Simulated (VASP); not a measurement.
Here is a VASP 6.6.1 calculation.

INCAR

```
SYSTEM = CrO2
PREC = Accurate
ENCUT = 520
EDIFF = 1E-6
ISMEAR = -1
SIGMA = 0.05
LREAL = .FALSE.
LASPH = .TRUE.
NELM = 150
ALGO = Normal
ISIF = 2
LWAVE = .FALSE.
LCHARG = .FALSE.
ISPIN = 2
MAGMOM = 3 3 0 0 0 0
LORBIT = 11
LMAXMIX = 4
GGA = CA
NBANDS = 37
```

Contents of KPOINTS:

```
Automatic mesh
0
G
  4 4 6
  0 0 0
```

The input POSCAR:

```
CrO2
1.0
    4.4480510000      0.0000000000      0.0000000000
    0.0000000000      4.5292350000      0.0000000000
    0.0000000000      0.0000000000      2.9859640000
Cr O
2 4
Direct
    0.4999843819      0.5000145674      0.5027991570
   -0.0000092322      0.0000084995      0.0027790816
    0.8045165180      0.1915700299      0.5027888322
    0.1955025429      0.8084121046      0.5027915201
    0.6954968512      0.6915774520      0.0027929214
    0.3045089382      0.3084173466      0.0027934877
```

Potentials or basis: VASP PAW LDA potentials, release 64 (Cr_pv, O).

The run is started by

```bash
$ cat potpaw_LDA.64/Cr_pv/POTCAR potpaw_LDA.64/O/POTCAR > POTCAR
$ mpirun -np 1 vasp_std > vasp.out
```

**Question.** Estimate the site moments.

**Answer.** Cr +2.06; O -0.06 μB.

**Question.** Predict the largest force.

**Answer.** 0.023 eV/Å.

Forces in eV/Å, atoms in the order of the input:
```
Cr   0.000  0.000  0.000
Cr   0.001 -0.001  0.000
O   -0.017  0.016  0.000
O    0.016 -0.015  0.000
O    0.016  0.016  0.000
O   -0.017 -0.015  0.000
```

Caveat: the run started ferromagnetic, and an antiferromagnetic order may lie lower in energy.
